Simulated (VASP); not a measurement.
# BaTiO3 (Pm-3m) in VASP: notebook

The runs below take BaTiO3 through electric field gradients, with r2SCAN, PBE.

Everything below comes from runs of VASP 6.6.1. Logs are shortened: lines on timing, memory, paths and dates and some standing lists are left out, and cuts for length are marked.

### Step 1. The cell of the first run

Symmetry: Pm-3m, No. 221, cubic system. Conventional cell: a = 4.006 Å, b = 4.006 Å, c = 4.006 Å, α = 90.00°, β = 90.00°, γ = 90.00°. Ba (site symmetry m-3m) has 12 O at 2.83 Å and 8 Ti at 3.47 Å within 3.7 Å. Ti (site symmetry m-3m) has 6 O at 2.00 Å within 2.7 Å. Within 2.7 Å of O (site symmetry 4/mmm) lie 2 Ti at 2.00 Å.

### Step 2. Electric field gradients, r2SCAN

File POSCAR:

```
BaTiO3
1.0
    4.0060000000      0.0000000000      0.0000000000
    0.0000000000      4.0060000000      0.0000000000
    0.0000000000      0.0000000000      4.0060000000
Ba Ti O
1 1 3
Direct
    0.5000000000      0.5000000000      0.5000000000
    0.0000000000      0.0000000000      0.0000000000
    0.5000000000      0.0000000000      0.0000000000
    0.0000000000      0.5000000000      0.0000000000
    0.0000000000      0.0000000000      0.5000000000
```

File INCAR.step1:

```
ALGO = Normal
EDIFF = 1E-4
ENCUT = 520
GGA = PE
ISMEAR = -1
LASPH = T
LCHARG = F
LREAL = F
LWAVE = T
NBANDS = 28
NELM = 100
PREC = Accurate
SIGMA = 0.02
```

File INCAR.step2:

```
ALGO = Normal
EDIFF = 1E-8
ENCUT = 520
ISIF = 2
ISMEAR = -1
ISTART = 1
LASPH = T
LCHARG = F
LEFG = T
LMIXTAU = T
LREAL = F
LWAVE = F
METAGGA = R2SCAN
NBANDS = 28
NELM = 100
PREC = Accurate
SIGMA = 0.02
```

File KPOINTS:

```
k-points
0
Gamma
  8 8 8
```

Potentials or basis: VASP PAW PBE potentials, release 64 (Ba_sv, Ti_sv, O).

Launch:

```
> cat potpaw_PBE.64/Ba_sv/POTCAR potpaw_PBE.64/Ti_sv/POTCAR potpaw_PBE.64/O/POTCAR > POTCAR
> cp INCAR.step1 INCAR
> mpirun -np 1 vasp_std > vasp.out
> cp INCAR.step2 INCAR
> mpirun -np 1 vasp_std > vasp.out
```

OUTCAR:

```text
EDIFF = 1E-8
   ENCUT = 520
   ISIF = 2
   ISMEAR = -1
   ISTART = 1
   LASPH = T
   LREAL = F
   METAGGA = R2SCAN
   NELM = 100
   PREC = Accurate

 ion  position               nearest neighbor table
   1  0.500  0.500  0.500-   3 2.83   4 2.83   5 2.83   3 2.83   4 2.83   3 2.83   5 2.83   3 2.83
                             4 2.83   5 2.83   4 2.83   5 2.83   2 3.47   2 3.47   2 3.47   2 3.47
   2  0.000  0.000  0.000-   3 2.00   4 2.00   5 2.00   5 2.00   4 2.00   3 2.00   1 3.47   1 3.47
                             1 3.47   1 3.47   1 3.47   1 3.47   1 3.47   1 3.47
   3  0.500  0.000  0.000-   2 2.00   2 2.00   1 2.83   1 2.83   1 2.83   1 2.83
   4  0.000  0.500  0.000-   2 2.00   2 2.00   1 2.83   1 2.83   1 2.83   1 2.83
   5  0.000  0.000  0.500-   2 2.00   2 2.00   1 2.83   1 2.83   1 2.83   1 2.83

  LATTYP: Found a simple cubic cell.
 ALAT       =     4.0060000000

  Lattice vectors:

 A1 = (   4.0060000000,   0.0000000000,   0.0000000000)
 A2 = (   0.0000000000,   4.0060000000,   0.0000000000)
 A3 = (   0.0000000000,   0.0000000000,   4.0060000000)

Analysis of symmetry for initial positions (statically):
=====================================================================
 Subroutine PRICEL returns:
 Original cell was already a primitive cell.

 Routine SETGRP: Setting up the symmetry group for a
 simple cubic supercell.

 Subroutine GETGRP returns: Found 48 space group operations
 (whereof 48 operations were pure point group operations)
 out of a pool of 48 trial point group operations.

The static configuration has the point symmetry O_h .

Analysis of symmetry for dynamics (positions and initial velocities):
=====================================================================
 Subroutine PRICEL returns:
 Original cell was already a primitive cell.

 Routine SETGRP: Setting up the symmetry group for a
 simple cubic supercell.

 Subroutine GETGRP returns: Found 48 space group operations
 (whereof 48 operations were pure point group operations)
 out of a pool of 48 trial point group operations.

The dynamic configuration has the point symmetry O_h .

 Subroutine INISYM returns: Found 48 space group operations
 (whereof 48 operations are pure point group operations),
 and found     1 'primitive' translations

----------------------------------------------------------------------------------------

                                     Primitive cell

  volume of cell :      64.2884

  direct lattice vectors                    reciprocal lattice vectors
     4.006000000  0.000000000  0.000000000     0.249625562  0.000000000  0.000000000
     0.000000000  4.006000000  0.000000000     0.000000000  0.249625562  0.000000000
     0.000000000  0.000000000  4.006000000     0.000000000  0.000000000  0.249625562

  length of vectors
     4.006000000  4.006000000  4.006000000     0.249625562  0.249625562  0.249625562

  position of ions in fractional coordinates (direct lattice)
     0.500000000  0.500000000  0.500000000
     0.000000000  0.000000000  0.000000000
     0.500000000  0.000000000  0.000000000
     0.000000000  0.500000000  0.000000000
     0.000000000  0.000000000  0.500000000

  ion indices of the primitive-cell ions
   primitive index   ion index
                 1           1
                 2           2
                 3           3
                 4           4
                 5           5

----------------------------------------------------------------------------------------

 KPOINTS: k-points

Automatic generation of k-mesh.
 Grid dimensions read from file:
 generate k-points for:    8    8    8

 Generating k-lattice:

  Cartesian coordinates                     Fractional coordinates (reciprocal lattice)
     0.031203195  0.000000000  0.000000000     0.125000000  0.000000000  0.000000000
     0.000000000  0.031203195  0.000000000     0.000000000  0.125000000  0.000000000
[... 45 lines left out ...]
   ions per type =               1   1   3
   NGX,Y,Z   is equivalent  to a cutoff of  12.45, 12.45, 12.45 a.u.
   NGXF,Y,Z  is equivalent  to a cutoff of  24.90, 24.90, 24.90 a.u.
 SYSTEM =  unknown system
   PREC   = accura    normal or accurate (medium, high low for compatibility)
   ISTART =      1    job   : 0-new  1-cont  2-samecut
   ICHARG =      0    charge: 1-file 2-atom 10-const
   ISPIN  =      1    spin polarized calculation?
   LNONCOLLINEAR =      F non collinear calculations
   LSORBIT =      F    spin-orbit coupling
   LASPH  =      T    aspherical Exc in radial PAW
   ENCUT  =  520.0 eV  38.22 Ry    6.18 a.u.   7.45  7.45  7.45*2*pi/ulx,y,z
   NELM   =    100;   NELMIN=  2; NELMDL=  0     # of ELM steps
   EDIFF  = 0.1E-07   stopping-criterion for ELM
   LREAL  =      F    real-space projection
   EDIFFG = 0.1E-06   stopping-criterion for IOM
   NSW    =      0    number of steps for IOM
   IBRION =     -1    ionic relax: 0-MD 1-quasi-New 2-CG
   NFREE  =      0    steps in history (QN), initial steepest desc. (CG)
   ISIF   =      2    stress and relaxation
   ISYM   =      2    0-nonsym 1-usesym 2-fastsym
   POTIM  = 0.5000    time-step for ionic-motion
   TEBEG  =    0.0;   TEEND  =   0.0 temperature during run
   PSTRESS=    0.0 pullay stress
   NELECT =      40.0000    total number of electrons
   NUPDOWN=      -1.0000    fix difference up-down
   EMIN   =  10.00;   EMAX   =-10.00  energy-range for DOS
   EFERMI =   0.00;   METHOD = LEGACY
   ISMEAR =    -1;   SIGMA  =   0.02  broadening in eV -4-tet -1-fermi 0-gaus
   EFERMI_NEDOS =   21; number of points for ismear=-14 and -15
   IALGO  =     38    algorithm
   IMIX   =      4    mixing-type and parameters
     AMIX     =   0.40;   BMIX     =  1.00
     AMIX_MAG =   1.60;   BMIX_MAG =  1.00
  volume/ion in A,a.u.               =      12.86        86.77
  Fermi-wavevector in a.u.,A,eV,Ry     =   1.397603  2.641087 26.576187  1.953295
  Thomas-Fermi vector in A             =   2.520843
   LORBIT       =      0    0 simple, 1 ext, 2 COOP (PROOUT), +10 PAW based schemes
   METAGGA = R2SCAN    functional components
   LHFCALC =     F    Hartree Fock is set to
   AEXX    =    0.0000 exact exchange contribution
   IVDW    =     0    specifies the selected vdW correction
   LEPSILON=     F    determine dielectric tensor
   LRPA    =     F    only Hartree local field effects (RPA)
 non-spin polarized calculation
  energy-cutoff  :      520.00
  volume of cell :       64.29
 maximum number of plane-waves:      1751
 NGX is ok and might be reduce to    30
   NGX = 15   NGY = 15   NGZ = 15

 number of electron      39.9999976 magnetization

 Free energy of the ion-electron system (eV)
  ---------------------------------------------------
  ext. energy  EPLUGINS =         0.00000000
  ---------------------------------------------------
  free energy    TOTEN  =       -74.23539331 eV

  energy without entropy =      -74.23539331  energy(sigma->0) =      -74.23539331

 E-fermi :   4.0720     XC(G=0): -11.9044

 val. band max:        3.5117798744   @ k =   0.5000   0.5000   0.5000
 cond. band min:       5.6401256320   @ k =   0.0000   0.0000   0.0000
 fundamental gap:      2.1283457576
 Fermi energy:         4.0719973969

 k-point     1 :       0.0000    0.0000    0.0000
  band No.  band energies     occupation
      1     -55.3827      2.00000
      2     -30.5391      2.00000
      3     -30.5391      2.00000
      4     -30.5391      2.00000
      5     -21.9653      2.00000
      6     -14.3433      2.00000
[... 733 lines left out ...]
     27      12.3096      0.00000
     28      13.2066      0.00000

 [... further k-points ...]
[... 5 lines left out ...]
  --------------------------------------------------------------------------------------
  -------------------------------------------------------------------------------------
  Total        0.1372514      0.1372514      0.1372514      0.0000000     -0.0000000      0.0000000
  in kB        3.4205395      3.4205395      3.4205395      0.0000000     -0.0000000      0.0000000
  external PRESSURE =       3.4205395 kB  Pullay stress =       0.0000000 kB

 VOLUME and BASIS-vectors are now :
 -----------------------------------------------------------------------------
  energy-cutoff  :      520.00
  volume of cell :       64.29
      direct lattice vectors                 reciprocal lattice vectors
     4.006000000  0.000000000  0.000000000     0.249625562  0.000000000  0.000000000
     0.000000000  4.006000000  0.000000000     0.000000000  0.249625562  0.000000000
     0.000000000  0.000000000  4.006000000     0.000000000  0.000000000  0.249625562

 POSITION                                       TOTAL-FORCE (eV/Angst)
 -----------------------------------------------------------------------------------
      2.00300      2.00300      2.00300         0.000000      0.000000      0.000000
      0.00000      0.00000      0.00000         0.000000      0.000000      0.000000
      2.00300      0.00000      0.00000         0.000000      0.000000      0.000000
      0.00000      2.00300      0.00000         0.000000      0.000000      0.000000
      0.00000      0.00000      2.00300         0.000000      0.000000      0.000000
 -----------------------------------------------------------------------------------
    total drift:                                0.000000     -0.000000      0.000000

  FREE ENERGIE OF THE ION-ELECTRON SYSTEM (eV)
  ---------------------------------------------------
  free  energy   TOTEN  =       -74.2353933056 eV

  energy  without entropy=      -74.2353933056  energy(sigma->0) =      -74.23539331

 Electric field gradients (V/A^2)
---------------------------------------------------------------------
 ion       V_xx      V_yy      V_zz      V_xy      V_xz      V_yz
---------------------------------------------------------------------
   1      -0.000     0.000    -0.000     0.000     0.000     0.000
   2       0.000     0.000     0.000     0.000    -0.000     0.000
   3      30.010   -15.005   -15.005     0.000     0.000     0.000
   4     -15.005    30.010   -15.005     0.000     0.000    -0.000
   5     -15.005   -15.005    30.010     0.000    -0.000    -0.000
---------------------------------------------------------------------

 Electric field gradients after diagonalization (V/A^2)
 (convention: |V_zz| > |V_xx| > |V_yy|)
----------------------------------------------------------------------
 ion       V_xx      V_yy      V_zz     asymmetry (V_yy - V_xx)/ V_zz
----------------------------------------------------------------------
   1      -0.000    -0.000     0.000       0.550
   2       0.000     0.000     0.000      -0.026
   3     -15.005   -15.005    30.010       0.000
   4     -15.005   -15.005    30.010       0.000
   5     -15.005   -15.005    30.010       0.000
----------------------------------------------------------------------

           NMR quadrupolar parameters

 Cq : quadrupolar parameter    Cq=e*Q*V_zz/h
 eta: asymmetry parameters     (V_yy - V_xx)/ V_zz
 Q  : nuclear electric quadrupole moment in mb (millibarn)
----------------------------------------------------------------------
 ion       Cq(MHz)       eta       Q (mb)
----------------------------------------------------------------------
   1       0.000       0.550       1.000
   2       0.000      -0.026       1.000
   3       0.073       0.000       1.000
   4       0.073       0.000       1.000
   5       0.073       0.000       1.000
----------------------------------------------------------------------
```

Run time: 3.6 min. Hardware: 1 thread of Intel Xeon Platinum 8488C (Sapphire Rapids), shared host; peak memory 0.21 GiB.

What came out:

```
Free energy            : -74.2354 eV
Pressure               : 0.3 GPa
Band gap on the k mesh : 2.13 eV, indirect (least direct gap 2.29 eV)
```

Electric field gradients, principal values (V/Å²):
```
atom    least   middle  greatest (by size)
1 Ba    0.000    0.000               0.000
2 Ti    0.000    0.000               0.000
 3 O  -15.005  -15.005              30.010
 4 O  -15.005  -15.005              30.010
 5 O  -15.005  -15.005              30.010
```

Caveat: without QUAD_EFG the Cq values of the log hold for a quadrupole moment of 1 mb, not for the nuclei; the PAW data sets were made with another functional, which shifts forces and pressure a little; spin-orbit coupling is left out, which moves the levels of the heavy elements. r2SCAN opens gaps a little over a GGA but as a rule still falls short of measured ones.

(Part 1 of 2 ends here.)
